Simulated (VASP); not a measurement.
Write the native input for VASP 6.6.1 that does the following.

```
Task                   : single point
Functional             : PBEsol
Potentials or basis    : VASP PAW PBE potentials, release 64 (Mg, O)
Cutoff                 : 520 eV
k mesh                 : 12 × 12 × 12
Occupations            : gaussian, width 0.05 eV
Spin                   : no spin polarisation
Dipole correction      : no
Further INCAR settings : ALGO = Normal; EDIFF = 1e-06; NBANDS = 14
```

The structure of MgO2 lies in POSCAR:

```
MgO2
1.0
    1.7331418973      1.0006299410      3.7734971849
   -1.7331418973      1.0006299410      3.7734971849
    0.0000000000     -2.0012598819      3.7734971849
Mg O
1 2
Direct
    0.0000000000      0.0000000000      0.0000000000
    0.4287860000      0.4287860000      0.4287860000
    0.5712140000      0.5712140000      0.5712140000
```

This cell differs from its parent crystal: strain +0.080 along x and y, +0.080 along z.

The input as run:

INCAR

```
PREC = Accurate ; ENCUT = 520
EDIFF = 1E-6 ; ISMEAR = 0
SIGMA = 0.05 ; LREAL = False
LASPH = True ; NELM = 60
ALGO = Normal ; ISIF = 2
LWAVE = False ; LCHARG = False
GGA = PS ; NBANDS = 14
```

KPOINTS

```
Automatic mesh
0
Gamma
  12 12 12
```

Potentials or basis: VASP PAW PBE potentials, release 64 (Mg, O).

Command:

```bash
$ cat potpaw_PBE.64/Mg/POTCAR potpaw_PBE.64/O/POTCAR > POTCAR
$ mpirun -np 1 vasp_std > vasp.out
```

It gave:

```yaml
Pressure: -21.8 GPa
Largest_force: 0.972 eV/Å
Band_gap_on_the_k_mesh: 1.05 eV
```

Caveat: the cell differs from its parent crystal (strain +0.080 along x and y, +0.080 along z); the cell stands under tension; the PAW data sets were made with another functional, which shifts forces and pressure a little.

Run time: 34 s on 1 thread of Intel(R) Xeon(R) 6975P-C (Granite Rapids), on a shared host, peak memory 0.24 GiB.
